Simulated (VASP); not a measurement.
# MgTl (Pm-3m) in VASP: a series of runs, part 2 of 2

VASP 6.6.1.

## Step 4: Single point, LDA (24.26 Å³/atom)

This run uses another cell than the first one, of 24.26 Å³/atom.

INCAR

```
ALGO = Normal
EDIFF = 1E-7
ENCUT = 520
ISIF = 2
ISMEAR = -1
LASPH = True
LCHARG = False
LREAL = False
LWAVE = False
NBANDS = 14
NELM = 60
PREC = Accurate
SIGMA = 0.05
```

KPOINTS

```
k-points
0
Gamma
  9 9 9
```

POSCAR

```
MgTl
1.0
    3.6470765007      0.0000000000      0.0000000000
    0.0000000000      3.6470765007      0.0000000000
    0.0000000000      0.0000000000      3.6470765007
Mg Tl
1 1
Direct
    0.0000000000      0.0000000000      0.0000000000
    0.5000000000      0.5000000000      0.5000000000
```

Potentials or basis: VASP PAW LDA potentials, release 64 (Mg, Tl_d).

Run with:

```console
cat potpaw_LDA.64/Mg/POTCAR potpaw_LDA.64/Tl_d/POTCAR > POTCAR
mpirun -np 1 vasp_std > vasp.out
```

OUTCAR:

```text
EDIFF = 1E-7
   ENCUT = 520
   ISIF = 2
   ISMEAR = -1
   LASPH = True
   LREAL = False
   NELM = 60
   PREC = Accurate

 ion  position               nearest neighbor table
   1  0.000  0.000  0.000-   2 3.16   2 3.16   2 3.16   2 3.16   2 3.16   2 3.16   2 3.16   2 3.16

   2  0.500  0.500  0.500-   1 3.16   1 3.16   1 3.16   1 3.16   1 3.16   1 3.16   1 3.16   1 3.16

  LATTYP: Found a simple cubic cell.
 ALAT       =     3.6470765007

  Lattice vectors:

 A1 = (   3.6470765007,   0.0000000000,   0.0000000000)
 A2 = (   0.0000000000,   3.6470765007,   0.0000000000)
 A3 = (   0.0000000000,   0.0000000000,   3.6470765007)

Analysis of symmetry for initial positions (statically):
=====================================================================
 Subroutine PRICEL returns:
 Original cell was already a primitive cell.

 Routine SETGRP: Setting up the symmetry group for a
 simple cubic supercell.

 Subroutine GETGRP returns: Found 48 space group operations
 (whereof 48 operations were pure point group operations)
 out of a pool of 48 trial point group operations.

The static configuration has the point symmetry O_h .

Analysis of symmetry for dynamics (positions and initial velocities):
[... 177 lines left out ...]
     10       8.5248      0.00000
     11      10.6144      0.00000
     12      10.6144      0.00000
     13      18.6019      0.00000
     14      18.6019      0.00000
[... 377 lines left out ...]
      1      -6.4183      2.00000
      2      -6.2986      2.00000
      3      -6.2655      2.00000
      4      -6.2328      2.00000
      5      -6.0263      2.00000
      6      -1.0018      2.00000
      7       2.1922      2.00000
      8       4.2587      2.00000
      9       6.7649      0.00000
     10       9.5579      0.00000
     11      11.3227      0.00000
     12      13.4640      0.00000
     13      14.0519      0.00000
     14      15.9718      0.00000

 [... further k-points ...]

------------------------ aborting loop because EDIFF is reached ----------------------------------------

  FORCE on cell =-STRESS in cart. coord.  units (eV):
  Direction    XX          YY          ZZ          XY          YZ          ZX
  --------------------------------------------------------------------------------------
  -------------------------------------------------------------------------------------
  Total       -0.9197084     -0.9197084     -0.9197084      0.0000000      0.0000000      0.0000000
  in kB      -30.3756862    -30.3756862    -30.3756862      0.0000000      0.0000000      0.0000000
  external PRESSURE =     -30.3756862 kB  Pullay stress =       0.0000000 kB

 VOLUME and BASIS-vectors are now :
 -----------------------------------------------------------------------------
  energy-cutoff  :      520.00
  volume of cell :       48.51
      direct lattice vectors                 reciprocal lattice vectors
     3.647076501  0.000000000  0.000000000     0.274192219  0.000000000  0.000000000
     0.000000000  3.647076501  0.000000000     0.000000000  0.274192219  0.000000000
     0.000000000  0.000000000  3.647076501     0.000000000  0.000000000  0.274192219

 POSITION                                       TOTAL-FORCE (eV/Angst)
 -----------------------------------------------------------------------------------
      0.00000      0.00000      0.00000         0.000000      0.000000      0.000000
      1.82354      1.82354      1.82354         0.000000      0.000000      0.000000
 -----------------------------------------------------------------------------------
    total drift:                                0.000000      0.000000      0.000000

  FREE ENERGIE OF THE ION-ELECTRON SYSTEM (eV)
  ---------------------------------------------------
  free  energy   TOTEN  =        -5.0438624748 eV

  energy  without entropy=       -5.0351364999  energy(sigma->0) =       -5.03949949
```

OSZICAR:

```text
N       E                     dE             d eps       ncg     rms          rms(c)
DAV:   1     0.536415019534E+02    0.53642E+02   -0.71546E+03  1020   0.895E+02
DAV:   2    -0.417095253211E+01   -0.57812E+02   -0.55592E+02  1136   0.193E+02
DAV:   3    -0.515004136802E+01   -0.97909E+00   -0.97717E+00  1226   0.220E+01
DAV:   4    -0.515521220744E+01   -0.51708E-02   -0.51697E-02  1190   0.178E+00
DAV:   5    -0.515528119637E+01   -0.68989E-04   -0.68988E-04  1304   0.197E-01    0.250E+00
DAV:   6    -0.507796585074E+01    0.77315E-01   -0.57978E-02  1160   0.200E+00    0.168E+00
DAV:   7    -0.504517674211E+01    0.32789E-01   -0.36244E-02  1148   0.150E+00    0.594E-01
DAV:   8    -0.504393452318E+01    0.12422E-02   -0.30759E-03  1274   0.378E-01    0.627E-02
DAV:   9    -0.504386553533E+01    0.68988E-04   -0.17092E-04  1112   0.812E-02    0.173E-02
DAV:  10    -0.504386252232E+01    0.30130E-05   -0.70148E-06  1274   0.169E-02    0.607E-03
DAV:  11    -0.504386247478E+01    0.47540E-07   -0.30813E-07  1178   0.382E-03
   1 F= -.50438625E+01 E0= -.50394995E+01  d E =-.872597E-02
```

stdout:

```text
POSCAR found type information on POSCAR MgTl
 POSCAR found :  2 types and       2 ions
 scaLAPACK will be used
 LDA part: xc-table for (Slater(with rela. corr.)+CA(PZ))
 , standard interpolation
 POSCAR, INCAR and KPOINTS ok, starting setup
 FFT: planning ... GRIDC
 FFT: planning ... GRID_SOFT
 FFT: planning ... GRID
 WAVECAR not read
 entering main loop
```

It took 22 s on 1 thread of Intel Xeon 8259CL, shared host; peak memory 0.16 GiB.

Results:

* Free energy: -5.0439 eV
* Pressure: -3.0 GPa
* Band gap on the k mesh: zero (an odd number of electrons rules out a gap without spin polarisation)

Levels at points of the mesh, in eV from the Fermi level:
```csv
k point,band 4,band 5,band 6,band 7,band 8,band 9,band 10,band 11
"(0.00, 0.00, 0.00)",-11.45,-11.45,-9.58,2.34,2.34,2.34,3.21,5.30
```

Caveat: the cell stands under tension; spin-orbit coupling is left out, which moves the levels of the heavy elements.

## Step 5: Summary

| cell | gap on the mesh (eV) | pressure (GPa) |
| --- | --- | --- |
| a = 3.561 Å, 2 atoms | none | -0.2 |
| a = 3.611 Å, 2 atoms | none | -2.0 |
| a = 3.647 Å, 2 atoms | none | -3.0 |

Alike in all rows: task single point; level LDA; potentials or basis VASP PAW LDA potentials, release 64 (Mg, Tl_d); no spin polarisation; k mesh 9 × 9 × 9; cutoff (eV) 520; smearing fermi-dirac 0.05 eV.

Caveats: spin-orbit coupling is left out, which moves the levels of the heavy elements; the cell stands under tension (at least some runs).

Absolute energies hang on the potentials; compare differences alone.
